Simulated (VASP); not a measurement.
**Si: single point with LDA**

The system is Si.

```xyz
4
Lattice="0.0993 2.6474 4.5886 2.4320 0.0912 4.5886 2.5313 2.7386 0.0000" Properties=species:S:1:pos:R:3 pbc="T T T"
Si    2.5769    3.9548    4.5886
Si    2.4857    1.5223    4.5886
Si    2.5313    2.7386    7.1070
Si    2.5313    2.7386    2.0701
```

This cell differs from its parent crystal: strain +0.0750 x Voigt [0, 0, 0, 0, 0, 1].

```json
{
 "Program": "VASP 6.6.1",
 "Task": "single point",
 "Functional": "LDA",
 "Potentials or basis": "VASP PAW LDA potentials, release 64 (Si)",
 "Cutoff": "520 eV",
 "k mesh": "14 × 14 × 14",
 "Occupations": "gaussian, width 0.15 eV",
 "Spin": "no spin polarisation",
 "Dipole correction": "no",
 "Further INCAR settings": "ALGO = Fast; EDIFF = 1e-06; NBANDS = 16"
}
```

* Pressure: 0.1 GPa
* Largest force: 0.022 eV/Å
* Band gap on the k mesh: zero (bands 8 and 9 overlap by 4.01 eV)

Forces on the atoms (eV/Å):
```
Si   0.001 -0.010  0.000
Si  -0.001  0.010  0.000
Si   0.000  0.000 -0.022
Si   0.000  0.000  0.022
```

Stress tensor (GPa, compression positive):
```
 0.46 -5.84  0.00
-5.84  0.63  0.00
 0.00  0.00 -0.88
```

Levels at points of the mesh, in eV from the Fermi level:
| k point | band 5 | band 6 | band 7 | band 8 | band 9 | band 10 | band 11 | band 12 |
| --- | --- | --- | --- | --- | --- | --- | --- | --- |
| (0.00, 0.00, 0.00) | -2.95 | -2.08 | -1.76 | -1.69 | -1.46 | 1.51 | 1.92 | 5.06 |
| (0.50, 0.00, 0.00) | -1.93 | -1.66 | -1.16 | -0.20 | -0.04 | 0.10 | 2.44 | 2.48 |
| (0.50, 0.50, 0.00) | -2.30 | -2.18 | 0.31 | 1.00 | 1.79 | 2.47 | 2.68 | 2.77 |
| (0.00, 0.00, 0.50) | -1.60 | -1.20 | -0.74 | 0.38 | 0.87 | 0.93 | 3.64 | 3.69 |
| (0.50, 0.00, 0.50) | -5.60 | -5.33 | -2.83 | -2.53 | -1.94 | -1.76 | 5.36 | 6.08 |
| (0.00, 0.50, 0.50) | -6.89 | -6.58 | -2.58 | -2.05 | -1.76 | 1.38 | 4.80 | 5.25 |

Run time: 6.9 min on 1 thread of Oxide Virtual Turin-like Processor (shared host), peak memory 0.52 GiB.

Caveat: the cell differs from its parent crystal (strain +0.0750 x Voigt [0, 0, 0, 0, 0, 1]).
